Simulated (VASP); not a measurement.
A run of VASP 6.6.1 is set up as follows.

INCAR

```
SYSTEM = Al
  PREC = Accurate
  ENCUT = 520
  EDIFF = 1E-7
  ISMEAR = 0
  SIGMA = 0.15
  LREAL = .False.
  LASPH = .True.
  NELM = 80
  ALGO = Fast
  ISIF = 2
  LWAVE = .False.
  LCHARG = .False.
  GGA = PE
  IVDW = 12
  NBANDS = 18
```

Contents of KPOINTS:

```
Automatic mesh
0
Gamma
  18 18 3
  0 0 0
```

Contents of POSCAR:

```
Al
1.0
   -2.8035700760      0.0000000000      0.0000000000
   -1.4017850380     -2.4279629071      0.0000000000
   -0.6230155724     -0.5395473127     14.0252688885
Al
6
Direct
    0.6574055556      0.6481444444      0.0833500000
    0.6203685185      0.5740703704      0.4166833333
    0.5833314815      0.4999962963      0.7500166667
    0.2314796296      0.1296259259      0.9166833333
    0.3055537037      0.2777740741      0.2500166667
    0.2685166667      0.2037000000      0.5833500000
```

Potentials or basis: VASP PAW PBE potentials, release 64 (Al).

Launch:

```sh
$ cat potpaw_PBE.64/Al/POTCAR > POTCAR
$ mpirun -np 1 vasp_std > vasp.out
```

Question: What does it give for the largest force?

Answer: 0.288 eV/Å.

Question: What does it give for the band gap on the k mesh?

Answer: Zero (band 9 reaches 11.77 eV, above the bottom of band 10 at 6.35 eV).

Stress tensor (GPa, compression positive):
```
 0.50 -0.20 -0.90
-0.20  0.73  0.33
-0.90  0.33 -0.24
```

Caveat: pairwise dispersion overbinds metals, which lowers pressure and volume.
